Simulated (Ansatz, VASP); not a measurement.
## Two plane-wave programs on CaO

File INCAR:

```
PREC     = Accurate       # precision mode
ENCUT    = 520            # plane-wave cutoff, eV
EDIFF    = 1E-8           # SCF threshold, eV
ISMEAR   = -1             # smearing method
SIGMA    = 0.02           # smearing width, eV
LREAL    = F              # projectors in reciprocal space
LASPH    = T              # aspherical terms in the spheres
NELM     = 80             # most SCF steps
ALGO     = Normal         # electronic algorithm
ISIF     = 2              # what is computed and relaxed
LWAVE    = F              # write WAVECAR
LCHARG   = F              # write CHGCAR
GGA      = PE             # functional
LEFG     = T            
NBANDS   = 15             # bands
```

The input KPOINTS:

```
Automatic mesh
0
Gamma
  11 11 11
```

File POSCAR:

```
CaO
1.0
    0.0000000000      2.4242609349      2.4242609349
    2.4242609349      0.0000000000      2.4242609349
    2.4242609349      2.4242609349      0.0000000000
Ca O
1 1
Direct
    0.0000000000      0.0000000000      0.0000000000
    0.5000000000      0.5000000000      0.5000000000
```

Input for Ansatz:

```yaml
crystal:
  lattice:
    - [0.0, 2.4242609349, 2.4242609349]
    - [2.4242609349, 0.0, 2.4242609349]
    - [2.4242609349, 2.4242609349, 0.0]
  atoms:
    - { symbol: Ca, position: [0.0, 0.0, 0.0] }
    - { symbol: O, position: [0.5, 0.5, 0.5] }
kpoints:
  mp_grid: { grid: [11, 11, 11] }
scf:
  occupations: { method: fermi_dirac, width: 0.02 }
hamiltonian:
  xc: pbe
  pseudopotentials: { kind: paw }
output:
  forces: true
  stress: true
  eigenvalues: true
  efg: { contact_densities: true }
```

Change from the starting cell: volume scaled by 0.97, PAW files.

Alike in both runs: task electric field gradients; functional PBE; k mesh 11 × 11 × 11; occupations fermi-dirac, width 0.02 eV; no spin polarisation.

|  | VASP | Ansatz |
| --- | --- | --- |
| version | VASP 6.6.1 | Ansatz 0.2.0 |
| potentials or method | VASP PAW PBE potentials, release 64 (Ca_sv, O) | PAW with Ansatz's default frozen-core files, scalar-relativistic |
| plane-wave cutoff (eV) | 520 | 420 |
| valence electrons in the cell | 16 | 16 |

```csv
,VASP,Ansatz,Ansatz less VASP
gap on the k mesh at the Fermi level (eV),3.68,3.70,+0.017
pressure (GPa),-0.6,-1.1,-0.53
```
